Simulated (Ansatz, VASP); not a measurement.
## AlN: VASP beside Ansatz

Contents of INCAR:

```
PREC     = Accurate       # precision mode
ENCUT    = 520            # plane-wave cutoff, eV
EDIFF    = 1E-6           # SCF threshold, eV
ISMEAR   = 0              # smearing method
SIGMA    = 0.05           # smearing width, eV
LREAL    = F              # projectors in reciprocal space
LASPH    = T              # aspherical terms in the spheres
NELM     = 100            # most SCF steps
ALGO     = Normal         # electronic algorithm
ISIF     = 2              # what is computed and relaxed
LWAVE    = F              # write WAVECAR
LCHARG   = T              # write CHGCAR
GGA      = PE             # functional
LELF     = T              # ELF
LVHAR    = T            
NBANDS   = 26             # bands
```

Contents of KPOINTS:

```
Automatic mesh
0
Gamma
  8 6 4
```

File POSCAR:

```
AlN
1.0
   -1.6567491617      2.8695737234      0.0000000000
    0.0000000000      0.0000000000      4.1874629526
    4.9702474850      2.8695737234      0.0000000000
Al N
4 4
Direct
    0.3872862555      0.7500000000      0.1037445682
    0.0000000000      0.7500000000      0.6666666667
    0.0000000000      0.2500000000      0.3333333333
    0.5000000000      0.2500000000      0.8333333333
    0.5000000000      0.2500000000      0.1666666667
    0.0000000000      0.2500000000      0.6666666667
    0.0000000000      0.7500000000      0.3333333333
    0.5000000000      0.7500000000      0.8333333333
```

Input for Ansatz:

```yaml
crystal:
  lattice:
    - [-1.6567491617, 2.8695737234, 0.0]
    - [0.0, 0.0, 4.1874629526]
    - [4.970247485, 2.8695737234, 0.0]
  atoms:
    - { symbol: Al, position: [0.3872862555, 0.75, 0.1037445682] }
    - { symbol: Al, position: [0.0, 0.75, 0.6666666667] }
    - { symbol: Al, position: [0.0, 0.25, 0.3333333333] }
    - { symbol: Al, position: [0.5, 0.25, 0.8333333333] }
    - { symbol: "N", position: [0.5, 0.25, 0.1666666667] }
    - { symbol: "N", position: [0.0, 0.25, 0.6666666667] }
    - { symbol: "N", position: [0.0, 0.75, 0.3333333333] }
    - { symbol: "N", position: [0.5, 0.75, 0.8333333333] }
basis:
  ecutwfc: 420
kpoints:
  mp_grid: { grid: [8, 6, 4] }
hamiltonian:
  xc: pbe
  pseudopotentials: { kind: paw, azcp: { folder: soft_1 } }
scf:
  occupations: { method: gaussian, width: 0.05 }
output:
  forces: true
  stress: true
  eigenvalues: true
```

Alike in both runs: task single point; functional PBE; k mesh 8 × 6 × 4; occupations gaussian, width 0.05 eV; no spin polarisation.

|  | VASP | Ansatz |
| --- | --- | --- |
| version | VASP 6.6.1 | Ansatz 0.2.0 |
| potentials or method | VASP PAW PBE potentials, release 64 (Al, N), cutoff 520 eV | scalar-relativistic, plane waves, PAW |
| valence electrons in the cell | 32 | 32 |

|  | VASP | Ansatz | Ansatz less VASP |
| --- | --- | --- | --- |
| gap on the k mesh at the Fermi level (eV) | 2.34 | 2.33 | -0.005 |
| least direct gap on the mesh (eV) | 2.34 | 2.33 | -0.005 |
| pressure (GPa) | 8.0 | 8.1 | +0.09 |
| traceless stress, the component that is largest in VASP (GPa) | 15.05 | 14.96 | -0.087 |
| rms of the force components (eV/Å) | 2.718 | 2.710 | -0.0078 |

Atom by atom the forces differ by 0.012 eV/Å (rms over components).
